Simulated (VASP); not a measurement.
# MgO (Fm-3m) in VASP: single point with LDA

Aim: the single point of MgO with LDA.

Everything below comes from runs of VASP 6.6.1. Logs are shortened: lines on timing, memory, paths and dates and some standing lists are left out, and cuts for length are marked.

## (1) The cell of the first run

It takes space group Fm-3m (No. 225, cubic). The conventional cell has a = 4.212 Å, b = 4.212 Å, c = 4.212 Å, α = 90.00°, β = 90.00°, γ = 90.00°. Within 2.8 Å of Mg (site symmetry m-3m) lie 6 O at 2.11 Å. Within 2.8 Å of O (site symmetry m-3m) lie 6 Mg at 2.11 Å.

## (2) Single point, LDA

INCAR

```
SYSTEM = MgO
ALGO = Normal
EDIFF = 1E-6
ENCUT = 840
GGA_COMPAT = .FALSE.
ISIF = 2
ISMEAR = 0
LASPH = .TRUE.
LCHARG = .FALSE.
LREAL = .FALSE.
LWAVE = .FALSE.
NBANDS = 15
NELM = 120
PREC = Accurate
SIGMA = 0.01
```

KPOINTS

```
k-points
0
G
  8 8 8
  0 0 0
```

POSCAR

```
MgO
1.0
    0.0000000000      2.1061000000      2.1061000000
    2.1061000000      0.0000000000      2.1061000000
    2.1061000000      2.1061000000      0.0000000000
Mg O
1 1
Direct
    0.0000000000      0.0000000000      0.0000000000
    0.5000000000      0.5000000000      0.5000000000
```

Potentials or basis: VASP PAW LDA potentials, release 64 (Mg_sv, O).

The run is started by

```
cat potpaw_LDA.64/Mg_sv/POTCAR potpaw_LDA.64/O/POTCAR > POTCAR
mpirun -np 1 vasp_std > vasp.out
```

OUTCAR:

```text
SYSTEM = MgO
   EDIFF = 1E-6
   ENCUT = 840
   ISIF = 2
   ISMEAR = 0
   LASPH = .TRUE.
   LREAL = .FALSE.
   NELM = 120
   PREC = Accurate

 ion  position               nearest neighbor table
   1  0.000  0.000  0.000-   2 2.11   2 2.11   2 2.11   2 2.11   2 2.11   2 2.11
   2  0.500  0.500  0.500-   1 2.11   1 2.11   1 2.11   1 2.11   1 2.11   1 2.11

  LATTYP: Found a face centered cubic cell.
 ALAT       =     4.2122000000

  Lattice vectors:

 A1 = (   0.0000000000,   2.1061000000,   2.1061000000)
 A2 = (   2.1061000000,   0.0000000000,   2.1061000000)
 A3 = (   2.1061000000,   2.1061000000,   0.0000000000)

Analysis of symmetry for initial positions (statically):
=====================================================================
 Subroutine PRICEL returns:
 Original cell was already a primitive cell.

 Routine SETGRP: Setting up the symmetry group for a
 face centered cubic supercell.

 Subroutine GETGRP returns: Found 48 space group operations
 (whereof 48 operations were pure point group operations)
 out of a pool of 48 trial point group operations.

The static configuration has the point symmetry O_h .

Analysis of symmetry for dynamics (positions and initial velocities):
=====================================================================
 Subroutine PRICEL returns:
 Original cell was already a primitive cell.

 Routine SETGRP: Setting up the symmetry group for a
 face centered cubic supercell.

 Subroutine GETGRP returns: Found 48 space group operations
 (whereof 48 operations were pure point group operations)
 out of a pool of 48 trial point group operations.

The dynamic configuration has the point symmetry O_h .

 Subroutine INISYM returns: Found 48 space group operations
 (whereof 48 operations are pure point group operations),
 and found     1 'primitive' translations

----------------------------------------------------------------------------------------

                                     Primitive cell

  volume of cell :      18.6839

  direct lattice vectors                    reciprocal lattice vectors
     0.000000000  2.106100000  2.106100000    -0.237405631  0.237405631  0.237405631
     2.106100000  0.000000000  2.106100000     0.237405631 -0.237405631  0.237405631
     2.106100000  2.106100000  0.000000000     0.237405631  0.237405631 -0.237405631

  length of vectors
     2.978475184  2.978475184  2.978475184     0.411198615  0.411198615  0.411198615

  position of ions in fractional coordinates (direct lattice)
     0.000000000  0.000000000  0.000000000
     0.500000000  0.500000000  0.500000000

  ion indices of the primitive-cell ions
   primitive index   ion index
                 1           1
                 2           2

----------------------------------------------------------------------------------------

 KPOINTS: k-points

Automatic generation of k-mesh.
 Grid dimensions read from file:
 generate k-points for:    8    8    8

 Generating k-lattice:

  Cartesian coordinates                     Fractional coordinates (reciprocal lattice)
    -0.029675704  0.029675704  0.029675704     0.125000000  0.000000000  0.000000000
     0.029675704 -0.029675704  0.029675704     0.000000000  0.125000000  0.000000000
     0.029675704  0.029675704 -0.029675704     0.000000000  0.000000000  0.125000000

  Length of vectors
     0.051399827  0.051399827  0.051399827

  Shift w.r.t. Gamma in fractional coordinates (k-lattice)
     0.000000000  0.000000000  0.000000000

 Subroutine IBZKPT returns following result:
 ===========================================

 Found     29 irreducible k-points:

 Following reciprocal coordinates:
            Coordinates               Weight
  0.000000  0.000000  0.000000      1.000000
  0.125000  0.000000  0.000000      8.000000
  0.250000  0.000000  0.000000      8.000000
  0.375000  0.000000  0.000000      8.000000
  0.500000  0.000000  0.000000      4.000000
  0.125000  0.125000  0.000000      6.000000
[... 16 lines left out ...]
  0.500000  0.250000  0.125000     48.000000
 -0.375000  0.250000  0.125000     24.000000
 [... further k-points ...]
   k-points           NKPTS =     29   k-points in BZ     NKDIM =     29   number of bands    NBANDS=     15
   number of dos      NEDOS =    301   number of ions     NIONS =      2
   total plane-waves  NPLWV =  21952
   dimension x,y,z NGX =    28 NGY =   28 NGZ =   28
   dimension x,y,z NGXF=    56 NGYF=   56 NGZF=   56
   ions per type =               1   1
   NGX,Y,Z   is equivalent  to a cutoff of  15.63, 15.63, 15.63 a.u.
   NGXF,Y,Z  is equivalent  to a cutoff of  31.26, 31.26, 31.26 a.u.
 SYSTEM =  MgO
   PREC   = accura    normal or accurate (medium, high low for compatibility)
   ISTART =      0    job   : 0-new  1-cont  2-samecut
   ICHARG =      2    charge: 1-file 2-atom 10-const
   ISPIN  =      1    spin polarized calculation?
   LNONCOLLINEAR =      F non collinear calculations
   LSORBIT =      F    spin-orbit coupling
   LASPH  =      T    aspherical Exc in radial PAW
   ENCUT  =  840.0 eV  61.74 Ry    7.86 a.u.   7.04  7.04  7.04*2*pi/ulx,y,z
   NELM   =    120;   NELMIN=  2; NELMDL= -5     # of ELM steps
   EDIFF  = 0.1E-05   stopping-criterion for ELM
   LREAL  =      F    real-space projection
   EDIFFG = 0.1E-04   stopping-criterion for IOM
   NSW    =      0    number of steps for IOM
   IBRION =     -1    ionic relax: 0-MD 1-quasi-New 2-CG
   NFREE  =      0    steps in history (QN), initial steepest desc. (CG)
   ISIF   =      2    stress and relaxation
   ISYM   =      2    0-nonsym 1-usesym 2-fastsym
   POTIM  = 0.5000    time-step for ionic-motion
   TEBEG  =    0.0;   TEEND  =   0.0 temperature during run
   PSTRESS=    0.0 pullay stress
   NELECT =      16.0000    total number of electrons
   NUPDOWN=      -1.0000    fix difference up-down
   EMIN   =  10.00;   EMAX   =-10.00  energy-range for DOS
   EFERMI =   0.00;   METHOD = LEGACY
   ISMEAR =     0;   SIGMA  =   0.01  broadening in eV -4-tet -1-fermi 0-gaus
   EFERMI_NEDOS =   21; number of points for ismear=-14 and -15
   IALGO  =     38    algorithm
   IMIX   =      4    mixing-type and parameters
     AMIX     =   0.40;   BMIX     =  1.00
     AMIX_MAG =   1.60;   BMIX_MAG =  1.00
  volume/ion in A,a.u.               =       9.34        63.04
  Fermi-wavevector in a.u.,A,eV,Ry     =   1.554626  2.937817 32.883390  2.416861
  Thomas-Fermi vector in A             =   2.658685
   LORBIT       =      0    0 simple, 1 ext, 2 COOP (PROOUT), +10 PAW based schemes
   GGA     = CA    functional components
   LHFCALC =     F    Hartree Fock is set to
   AEXX    =    0.0000 exact exchange contribution
   IVDW    =     0    specifies the selected vdW correction
   LEPSILON=     F    determine dielectric tensor
   LRPA    =     F    only Hartree local field effects (RPA)
 non-spin polarized calculation
 Gauss-broadening in eV      SIGMA  =   0.01
  energy-cutoff  :      840.00
  volume of cell :       18.68
 maximum number of plane-waves:      1056
   NGX = 15   NGY = 15   NGZ = 15

 number of electron      15.9999995 magnetization

 Free energy of the ion-electron system (eV)
  ---------------------------------------------------
  ext. energy  EPLUGINS =         0.00000000
  ---------------------------------------------------
  free energy    TOTEN  =       -13.22453038 eV

  energy without entropy =      -13.22453038  energy(sigma->0) =      -13.22453038

 E-fermi :   2.8655     XC(G=0): -11.9326

 val. band max:        2.5796071454   @ k =   0.0000   0.0000   0.0000
 cond. band min:       7.2469515858   @ k =   0.0000   0.0000   0.0000
 fundamental gap:      4.6673444405
 Fermi energy:         2.8654809397

 k-point     1 :       0.0000    0.0000    0.0000
  band No.  band energies     occupation
      1     -68.7576      2.00000
      2     -36.2187      2.00000
      3     -36.2187      2.00000
      4     -36.2187      2.00000
      5     -14.4046      2.00000
      6       2.5796      2.00000
      7       2.5796      2.00000
      8       2.5796      2.00000
      9       7.2470      0.00000
     10      18.1090      0.00000
     11      18.1090      0.00000
     12      18.1090      0.00000
     13      22.1357      0.00000
     14      23.7710      0.00000
     15      23.7710      0.00000

 k-point     2 :       0.1250    0.0000    0.0000
  band No.  band energies     occupation
      1     -68.7559      2.00000
      2     -36.2320      2.00000
      3     -36.2199      2.00000
      4     -36.2199      2.00000
      5     -14.2299      2.00000
      6       1.6159      2.00000
      7       2.4741      2.00000
      8       2.4741      2.00000
      9       8.1524      0.00000
     10      16.4603      0.00000
     11      18.4666      0.00000
     12      18.4666      0.00000
     13      22.7840      0.00000
     14      22.7840      0.00000
     15      24.2359      0.00000

 k-point     3 :       0.2500    0.0000    0.0000
  band No.  band energies     occupation
      1     -68.7527      2.00000
      2     -36.2644      2.00000
      3     -36.2232      2.00000
      4     -36.2232      2.00000
      5     -13.7754      2.00000
      6      -0.1108      2.00000
      7       2.2310      2.00000
      8       2.2310      2.00000
      9       9.5669      0.00000
     10      14.9382      0.00000
     11      18.9495      0.00000
     12      18.9495      0.00000
     13      22.3934      0.00000
     14      22.3934      0.00000
     15      24.2752      0.00000
[... 343 lines left out ...]
 k-point    23 :       0.5000    0.2500    0.1250
  band No.  band energies     occupation
      1     -68.7476      2.00000
      2     -36.2877      2.00000
      3     -36.2479      2.00000
      4     -36.2328      2.00000
      5     -13.0586      2.00000
      6      -1.1783      2.00000
      7       0.8263      2.00000
      8       1.6955      2.00000
      9      11.9230      0.00000
     10      14.0360      0.00000
     11      16.2275      0.00000
     12      19.4190      0.00000
     13      21.9717      0.00000
     14      24.6711      0.00000
     15      28.2531      0.00000

 k-point    24 :      -0.3750    0.2500    0.1250
  band No.  band energies     occupation
      1     -68.7465      2.00000
      2     -36.2951      2.00000
      3     -36.2502      2.00000
      4     -36.2355      2.00000
      5     -12.8806      2.00000
      6      -1.4814      2.00000
      7       0.6170      2.00000
      8       1.5742      2.00000
      9      12.0851      0.00000
     10      14.5840      0.00000
     11      15.8014      0.00000
     12      19.1770      0.00000
     13      22.8354      0.00000
     14      24.3252      0.00000
     15      28.3893      0.00000

 [... further k-points ...]

------------------------ aborting loop because EDIFF is reached ----------------------------------------

  FORCE on cell =-STRESS in cart. coord.  units (eV):
  Direction    XX          YY          ZZ          XY          YZ          ZX
  --------------------------------------------------------------------------------------
  -------------------------------------------------------------------------------------
  Total       -0.6485559     -0.6485559     -0.6485559     -0.0000000     -0.0000000     -0.0000000
  in kB      -55.6148859    -55.6148859    -55.6148859     -0.0000000     -0.0000000     -0.0000000
  external PRESSURE =     -55.6148859 kB  Pullay stress =       0.0000000 kB

 VOLUME and BASIS-vectors are now :
 -----------------------------------------------------------------------------
  energy-cutoff  :      840.00
  volume of cell :       18.68
      direct lattice vectors                 reciprocal lattice vectors
     0.000000000  2.106100000  2.106100000    -0.237405631  0.237405631  0.237405631
     2.106100000  0.000000000  2.106100000     0.237405631 -0.237405631  0.237405631
     2.106100000  2.106100000  0.000000000     0.237405631  0.237405631 -0.237405631

 POSITION                                       TOTAL-FORCE (eV/Angst)
 -----------------------------------------------------------------------------------
      0.00000      0.00000      0.00000         0.000000      0.000000     -0.000000
      2.10610      2.10610      2.10610         0.000000      0.000000      0.000000
 -----------------------------------------------------------------------------------
    total drift:                                0.000000      0.000000      0.000000

  FREE ENERGIE OF THE ION-ELECTRON SYSTEM (eV)
  ---------------------------------------------------
  free  energy   TOTEN  =       -13.2245303756 eV

  energy  without entropy=      -13.2245303756  energy(sigma->0) =      -13.22453038
```

Run time: 31 s. Hardware: 1 thread of AMD EPYC, shared host; peak memory 0.11 GiB.

Results:

| Quantity | Value |
| --- | --- |
| Free energy | -13.2245 eV |
| Pressure | -5.6 GPa |
| Band gap on the k mesh | 4.67 eV |

Caveat: the cell stands under tension. LDA gaps usually lie below the measured ones, often by a third to a half.
